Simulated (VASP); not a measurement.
# Zn (Im-3m) in VASP: notebook

Aim: see how the results for Zn move with the level of theory and the settings. Levels: PBEsol, LDA, PBEsol+D3(BJ). Tasks: single point.

Program: VASP 6.6.1. These are calculated values, not measurements. Logs are shortened: lines on timing, memory, paths and dates and some standing lists are left out, and cuts for length are marked.

## (1) The cell of the first run

Symmetry: Im-3m, No. 229, cubic system. The conventional cell has a = 3.138 Å, b = 3.138 Å, c = 3.138 Å, α = 90.00°, β = 90.00°, γ = 90.00°. Within 3.6 Å of Zn (site symmetry m-3m) lie 14 Zn at 2.72 to 3.14 Å.

## (2) Single point, PBEsol

The input, INCAR:

```
SYSTEM = Zn
PREC     = Accurate       ! precision mode
ENCUT    = 520            ! plane-wave cutoff, eV
EDIFF    = 1E-6           ! SCF threshold, eV
ISMEAR   = 0              ! smearing method
SIGMA    = 0.05           ! smearing width, eV
LREAL    = .False.        ! projectors in reciprocal space
LASPH    = .True.         ! aspherical terms in the spheres
NELM     = 100            ! most SCF steps
ALGO     = Normal         ! electronic algorithm
ISIF     = 2              ! what is computed and relaxed
LWAVE    = .False.        ! write WAVECAR
LCHARG   = .False.        ! write CHGCAR
GGA      = PS             ! functional
NBANDS   = 12             ! bands
```

The input, KPOINTS:

```
regular mesh
0
Gamma
  12 12 12
  0 0 0
```

The input, POSCAR:

```
Zn
1.0
   -1.5690370000      1.5690370000      1.5690370000
    1.5690370000     -1.5690370000      1.5690370000
    1.5690370000      1.5690370000     -1.5690370000
Zn
1
Direct
    0.0000000000      0.0000000000      0.0000000000
```

Potentials or basis: VASP PAW PBE potentials, release 64 (Zn).

Started as:

```
cat potpaw_PBE.64/Zn/POTCAR > POTCAR
mpirun -np 1 vasp_std > vasp.out
```

OUTCAR:

```text
SYSTEM = Zn
   PREC = Accurate
   ENCUT = 520
   EDIFF = 1E-6
   ISMEAR = 0
   LREAL = .False.
   LASPH = .True.
   NELM = 100
   ISIF = 2
   GGA = PS

 ion  position               nearest neighbor table
   1  0.000  0.000  0.000-

  LATTYP: Found a body centered cubic cell.
 ALAT       =     3.1380740000

  Lattice vectors:

 A1 = (  -1.5690370000,   1.5690370000,   1.5690370000)
 A2 = (   1.5690370000,  -1.5690370000,   1.5690370000)
 A3 = (   1.5690370000,   1.5690370000,  -1.5690370000)

Analysis of symmetry for initial positions (statically):
=====================================================================
 Subroutine PRICEL returns:
 Original cell was already a primitive cell.

 Routine SETGRP: Setting up the symmetry group for a
 body centered cubic supercell.

 Subroutine GETGRP returns: Found 48 space group operations
 (whereof 48 operations were pure point group operations)
 out of a pool of 48 trial point group operations.

The static configuration has the point symmetry O_h .

Analysis of symmetry for dynamics (positions and initial velocities):
=====================================================================
 Subroutine PRICEL returns:
 Original cell was already a primitive cell.

 Routine SETGRP: Setting up the symmetry group for a
 body centered cubic supercell.

 Subroutine GETGRP returns: Found 48 space group operations
 (whereof 48 operations were pure point group operations)
 out of a pool of 48 trial point group operations.

The dynamic configuration has the point symmetry O_h .

 Subroutine INISYM returns: Found 48 space group operations
 (whereof 48 operations are pure point group operations),
 and found     1 'primitive' translations

----------------------------------------------------------------------------------------

                                     Primitive cell

  volume of cell :      15.4511

  direct lattice vectors                    reciprocal lattice vectors
    -1.569037000  1.569037000  1.569037000     0.000000000  0.318666800  0.318666800
     1.569037000 -1.569037000  1.569037000     0.318666800  0.000000000  0.318666800
     1.569037000  1.569037000 -1.569037000     0.318666800  0.318666800  0.000000000

  length of vectors
     2.717651803  2.717651803  2.717651803     0.450662911  0.450662911  0.450662911

  position of ions in fractional coordinates (direct lattice)
     0.000000000  0.000000000  0.000000000

  ion indices of the primitive-cell ions
   primitive index   ion index
                 1           1

----------------------------------------------------------------------------------------

 KPOINTS: regular mesh

Automatic generation of k-mesh.
 Grid dimensions read from file:
 generate k-points for:   12   12   12

 Generating k-lattice:

  Cartesian coordinates                     Fractional coordinates (reciprocal lattice)
     0.000000000  0.026555567  0.026555567     0.083333333  0.000000000  0.000000000
     0.026555567  0.000000000  0.026555567     0.000000000  0.083333333  0.000000000
     0.026555567  0.026555567  0.000000000     0.000000000  0.000000000  0.083333333

  Length of vectors
     0.037555243  0.037555243  0.037555243

  Shift w.r.t. Gamma in fractional coordinates (k-lattice)
     0.000000000  0.000000000  0.000000000

 Subroutine IBZKPT returns following result:
 ===========================================

 Found     72 irreducible k-points:

 Following reciprocal coordinates:
            Coordinates               Weight
  0.000000  0.000000  0.000000      1.000000
  0.083333  0.000000  0.000000     12.000000
  0.166667  0.000000  0.000000     12.000000
  0.250000  0.000000  0.000000     12.000000
  0.333333  0.000000  0.000000     12.000000
  0.416667  0.000000  0.000000     12.000000
[... 16 lines left out ...]
  0.333333  0.083333  0.083333     24.000000
  0.416667  0.083333  0.083333     12.000000
 [... further k-points ...]
   k-points           NKPTS =     72   k-points in BZ     NKDIM =     72   number of bands    NBANDS=     12
   number of dos      NEDOS =    301   number of ions     NIONS =      1
   total plane-waves  NPLWV =   8000
   dimension x,y,z NGX =    20 NGY =   20 NGZ =   20
   dimension x,y,z NGXF=    40 NGYF=   40 NGZF=   40
   ions per type =               1
   NGX,Y,Z   is equivalent  to a cutoff of  12.23, 12.23, 12.23 a.u.
   NGXF,Y,Z  is equivalent  to a cutoff of  24.47, 24.47, 24.47 a.u.
 SYSTEM =  Zn
   PREC   = accura    normal or accurate (medium, high low for compatibility)
   ISTART =      0    job   : 0-new  1-cont  2-samecut
   ICHARG =      2    charge: 1-file 2-atom 10-const
   ISPIN  =      1    spin polarized calculation?
   LNONCOLLINEAR =      F non collinear calculations
   LSORBIT =      F    spin-orbit coupling
   LASPH  =      T    aspherical Exc in radial PAW
   ENCUT  =  520.0 eV  38.22 Ry    6.18 a.u.   5.05  5.05  5.05*2*pi/ulx,y,z
   NELM   =    100;   NELMIN=  2; NELMDL= -5     # of ELM steps
   EDIFF  = 0.1E-05   stopping-criterion for ELM
   LREAL  =      F    real-space projection
   EDIFFG = 0.1E-04   stopping-criterion for IOM
   NSW    =      0    number of steps for IOM
   IBRION =     -1    ionic relax: 0-MD 1-quasi-New 2-CG
   NFREE  =      0    steps in history (QN), initial steepest desc. (CG)
   ISIF   =      2    stress and relaxation
   ISYM   =      2    0-nonsym 1-usesym 2-fastsym
   POTIM  = 0.5000    time-step for ionic-motion
   TEBEG  =    0.0;   TEEND  =   0.0 temperature during run
   PSTRESS=    0.0 pullay stress
   NELECT =      12.0000    total number of electrons
   NUPDOWN=      -1.0000    fix difference up-down
   EMIN   =  10.00;   EMAX   =-10.00  energy-range for DOS
   EFERMI =   0.00;   METHOD = LEGACY
   ISMEAR =     0;   SIGMA  =   0.05  broadening in eV -4-tet -1-fermi 0-gaus
   EFERMI_NEDOS =   21; number of points for ismear=-14 and -15
   IALGO  =     38    algorithm
   IMIX   =      4    mixing-type and parameters
     AMIX     =   0.40;   BMIX     =  1.00
     AMIX_MAG =   1.60;   BMIX_MAG =  1.00
  volume/ion in A,a.u.               =      15.45       104.27
  Fermi-wavevector in a.u.,A,eV,Ry     =   1.504811  2.843681 30.809811  2.264457
  Thomas-Fermi vector in A             =   2.615742
   LORBIT       =      0    0 simple, 1 ext, 2 COOP (PROOUT), +10 PAW based schemes
   GGA     = PS    functional components
   LHFCALC =     F    Hartree Fock is set to
   AEXX    =    0.0000 exact exchange contribution
   IVDW    =     0    specifies the selected vdW correction
   LEPSILON=     F    determine dielectric tensor
   LRPA    =     F    only Hartree local field effects (RPA)
 non-spin polarized calculation
 Gauss-broadening in eV      SIGMA  =   0.05
  energy-cutoff  :      520.00
  volume of cell :       15.45
 maximum number of plane-waves:       430
   NGX = 11   NGY = 11   NGZ = 11

 number of electron      12.0000023 magnetization

 Free energy of the ion-electron system (eV)
  ---------------------------------------------------
  ext. energy  EPLUGINS =         0.00000000
  ---------------------------------------------------
  free energy    TOTEN  =        -1.46784657 eV

  energy without entropy =       -1.46702456  energy(sigma->0) =       -1.46743556

 E-fermi :   2.8603     XC(G=0): -11.6301

 val. band max:        2.8457033794   @ k =   0.4167   0.0833   0.0000
 cond. band min:       2.9450031938   @ k =   0.3333   0.2500   0.0833
 fundamental gap:      0.0992998144
 Fermi energy:         2.8602937616

 k-point     1 :       0.0000    0.0000    0.0000
  band No.  band energies     occupation
      1      -7.4350      2.00000
      2      -4.8053      2.00000
      3      -4.8053      2.00000
      4      -4.8053      2.00000
      5      -4.3034      2.00000
      6      -4.3034      2.00000
      7      21.8449      0.00000
      8      21.8449      0.00000
      9      21.8450      0.00000
     10      23.6376      0.00000
     11      23.6376      0.00000
     12      23.6376      0.00000

 k-point     2 :       0.0833    0.0000    0.0000
  band No.  band energies     occupation
      1      -7.2166      2.00000
      2      -4.8257      2.00000
      3      -4.8003      2.00000
      4      -4.7541      2.00000
      5      -4.3222      2.00000
      6      -4.3021      2.00000
      7      19.1038      0.00000
      8      20.4399      0.00000
      9      20.9295      0.00000
     10      22.2824      0.00000
     11      22.2827      0.00000
     12      23.3821      0.00000

 k-point     3 :       0.1667    0.0000    0.0000
  band No.  band energies     occupation
      1      -6.5889      2.00000
      2      -4.8812      2.00000
      3      -4.7722      2.00000
      4      -4.6112      2.00000
      5      -4.3582      2.00000
      6      -4.2981      2.00000
      7      14.9137      0.00000
      8      18.4123      0.00000
      9      19.1987      0.00000
     10      20.7744      0.00000
     11      21.3258      0.00000
     12      23.9770      0.00000

 k-point     4 :       0.2500    0.0000    0.0000
  band No.  band energies     occupation
      1      -5.7663      2.00000
      2      -4.9565      2.00000
      3      -4.5317      2.00000
      4      -4.4084      2.00000
      5      -4.3723      2.00000
      6      -4.2910      2.00000
      7      10.9380      0.00000
      8      16.6478      0.00000
      9      17.6612      0.00000
     10      19.6128      0.00000
     11      20.5501      0.00000
     12      25.1608      0.00000

 k-point     5 :       0.3333    0.0000    0.0000
  band No.  band energies     occupation
      1      -5.4356      2.00000
      2      -5.0315      2.00000
      3      -4.3612      2.00000
      4      -4.2821      2.00000
      5      -4.1957      2.00000
      6      -3.3827      2.00000
      7       7.3078      0.00000
      8      15.2981      0.00000
      9      16.5102      0.00000
     10      18.8012      0.00000
     11      20.0104      0.00000
     12      26.8068      0.00000
[... 228 lines left out ...]
      1      -5.4590      2.00000
      2      -4.9650      2.00000
      3      -4.8546      2.00000
      4      -4.3472      2.00000
      5      -4.3035      2.00000
      6      -3.9192      2.00000
      7      11.2981      0.00000
      8      13.5687      0.00000
      9      14.0122      0.00000
     10      23.9815      0.00000
     11      24.1729      0.00000
     12      25.6717      0.00000

 k-point    22 :       0.2500    0.0833    0.0833
  band No.  band energies     occupation
      1      -5.2521      2.00000
      2      -5.0360      2.00000
      3      -4.5308      2.00000
      4      -4.3390      2.00000
      5      -4.2846      2.00000
      6      -2.7703      2.00000
      7       7.7007      0.00000
      8      12.3869      0.00000
      9      12.9717      0.00000
     10      23.0939      0.00000
     11      23.6376      0.00000
     12      27.3074      0.00000

 k-point    23 :       0.3333    0.0833    0.0833
  band No.  band energies     occupation
      1      -5.2946      2.00000
      2      -5.0845      2.00000
      3      -4.3229      2.00000
      4      -4.2842      2.00000
      5      -4.2732      2.00000
      6      -0.9154      2.00000
      7       4.4890      0.00000
      8      11.6555      0.00000
      9      12.3403      0.00000
     10      22.5347      0.00000
     11      23.2624      0.00000
     12      29.3331      0.00000

 k-point    24 :       0.4167    0.0833    0.0833
  band No.  band energies     occupation
      1      -5.3198      2.00000
      2      -5.1017      2.00000
      3      -4.3139      2.00000
      4      -4.2694      2.00000
      5      -4.2058      2.00000
      6       0.9413      2.00000
      7       2.1944      2.00000
      8      11.4065      0.00000
      9      12.1285      0.00000
     10      22.3470      0.00000
     11      23.1337      0.00000
     12      31.0409      0.00000

 [... further k-points ...]
[... 5 lines left out ...]
  --------------------------------------------------------------------------------------
  -------------------------------------------------------------------------------------
  Total       -0.4607769     -0.4607769     -0.4607769      0.0000000     -0.0000000      0.0000000
  in kB      -47.7795140    -47.7795140    -47.7795140      0.0000000     -0.0000000      0.0000000
  external PRESSURE =     -47.7795140 kB  Pullay stress =       0.0000000 kB

 VOLUME and BASIS-vectors are now :
 -----------------------------------------------------------------------------
  energy-cutoff  :      520.00
  volume of cell :       15.45
      direct lattice vectors                 reciprocal lattice vectors
    -1.569037000  1.569037000  1.569037000     0.000000000  0.318666800  0.318666800
     1.569037000 -1.569037000  1.569037000     0.318666800  0.000000000  0.318666800
     1.569037000  1.569037000 -1.569037000     0.318666800  0.318666800  0.000000000

 POSITION                                       TOTAL-FORCE (eV/Angst)
 -----------------------------------------------------------------------------------
      0.00000      0.00000      0.00000        -0.000000     -0.000000     -0.000000
 -----------------------------------------------------------------------------------
    total drift:                                0.000000     -0.000000      0.000000

  FREE ENERGIE OF THE ION-ELECTRON SYSTEM (eV)
  ---------------------------------------------------
  free  energy   TOTEN  =        -1.4678465707 eV

  energy  without entropy=       -1.4670245577  energy(sigma->0) =       -1.46743556
```

It took 7.9 s on 1 thread of AMD EPYC 7R13 (Zen 3), shared host; peak memory 0.09 GiB.

What came out:

```
Free energy            : -1.4678 eV
Pressure               : -4.8 GPa
Band gap on the k mesh : zero (band 6 reaches 7.08 eV, above the bottom of band 7 at 1.91 eV)
```

Levels at points of the mesh, in eV from the Fermi level:
```
           k point  band 3  band 4  band 5  band 6  band 7  band 8  band 9  band 10
(0.00, 0.00, 0.00)   -7.67   -7.67   -7.16   -7.16   18.98   18.98   18.98    20.78
(0.50, 0.00, 0.00)   -7.19   -7.13   -6.83   -2.60   -0.95   11.30   12.70    15.31
(0.50, 0.50, 0.50)   -6.91   -6.91   -6.91    4.21    4.21    4.21    7.48     8.60
```

Caveat: the PAW data sets were made with another functional, which shifts forces and pressure a little.

## (3) Single point, LDA

The input, INCAR:

```
SYSTEM = Zn
ALGO = Normal ; EDIFF = 1E-7
ENCUT = 520 ; ISIF = 2
ISMEAR = 0 ; LASPH = .TRUE.
LCHARG = .FALSE. ; LREAL = .FALSE.
LWAVE = .FALSE. ; NBANDS = 12
NELM = 100 ; PREC = Accurate
SIGMA = 0.02
```

The input, KPOINTS:

```
k-points
0
G
  12 12 12
  0 0 0
```

POSCAR is that of step 2.

Potentials or basis: VASP PAW LDA potentials, release 64 (Zn).

Started as:

```
cat potpaw_LDA.64/Zn/POTCAR > POTCAR
mpirun -np 1 vasp_std > vasp.out
```

Wall time 7.3 s (1 thread of AMD EPYC 7R13 (Zen 3), shared host); peak memory 0.09 GiB.

Results (log left out):

| Item | Value |
| --- | --- |
| Free energy | -1.7215 eV |
| Pressure | -7.9 GPa |
| Band gap on the k mesh | zero (band 6 reaches 6.98 eV, above the bottom of band 7 at 1.80 eV) |

Levels at points of the mesh, in eV from the Fermi level:
| k point | band 4 | band 5 | band 6 | band 7 | band 8 | band 9 |
| --- | --- | --- | --- | --- | --- | --- |
| (0.00, 0.00, 0.00) | -7.74 | -7.23 | -7.23 | 18.82 | 18.82 | 18.82 |
| (0.50, 0.00, 0.00) | -7.20 | -6.90 | -2.52 | -0.96 | 11.22 | 12.74 |
| (0.50, 0.50, 0.50) | -6.98 | -6.98 | 4.22 | 4.22 | 4.22 | 7.36 |

## (4) Single point, PBEsol+D3(BJ)

The input, INCAR:

```
SYSTEM = Zn
PREC = Accurate
ENCUT = 520
EDIFF = 1E-6
ISMEAR = 1
SIGMA = 0.2
LREAL = .FALSE.
LASPH = .TRUE.
NELM = 100
ALGO = Normal
ISIF = 2
LWAVE = .FALSE.
LCHARG = .FALSE.
GGA = PS
IVDW = 12
NBANDS = 12
```

The input, KPOINTS:

```
Automatic mesh
0
G
  12 12 12
  0 0 0
```

POSCAR is that of step 3.

Potentials or basis: VASP PAW PBE potentials, release 64 (Zn).

Started as:

```
cat potpaw_PBE.64/Zn/POTCAR > POTCAR
mpirun -np 1 vasp_std > vasp.out
```

It took 8 s on 1 thread of AMD EPYC 7R13 (Zen 3), shared host; peak memory 0.11 GiB.

The run converged. Its results:

| Property | Result |
| --- | --- |
| Free energy | -1.8215 eV |
| Pressure | -8.6 GPa |
| Band gap on the k mesh | zero (band 6 reaches 7.07 eV, above the bottom of band 7 at 1.91 eV) |
| Dispersion energy per atom | -0.353 eV |

Levels at points of the mesh, in eV from the Fermi level:
```csv
k point,band 4,band 5,band 6,band 7,band 8,band 9
"(0.00, 0.00, 0.00)",-7.69,-7.19,-7.19,18.96,18.96,18.96
"(0.50, 0.00, 0.00)",-7.15,-6.85,-2.62,-0.97,11.28,12.68
"(0.50, 0.50, 0.50)",-6.93,-6.93,4.20,4.20,4.20,7.46
```

Caveat: the PAW data sets were made with another functional, which shifts forces and pressure a little; pairwise dispersion overbinds metals, which lowers pressure and volume.

## (5) The runs side by side

```csv
level,potentials or basis,smearing,gap on the mesh (eV),pressure (GPa)
PBEsol,"VASP PAW PBE potentials, release 64 (Zn)",gaussian 0.05 eV,none,-4.8
LDA,"VASP PAW LDA potentials, release 64 (Zn)",gaussian 0.02 eV,none,-7.9
PBEsol+D3(BJ),"VASP PAW PBE potentials, release 64 (Zn)",methfessel-paxton 0.2 eV,none,-8.6
```

Alike in all rows: task single point; no spin polarisation; cell as given; k mesh 12 × 12 × 12; cutoff (eV) 520.

Caveats: the PAW data sets were made with another functional, which shifts forces and pressure a little (some runs); pairwise dispersion overbinds metals, which lowers pressure and volume (some runs).

Total energies depend on the potentials used, so only differences within one code and one set of settings carry meaning.
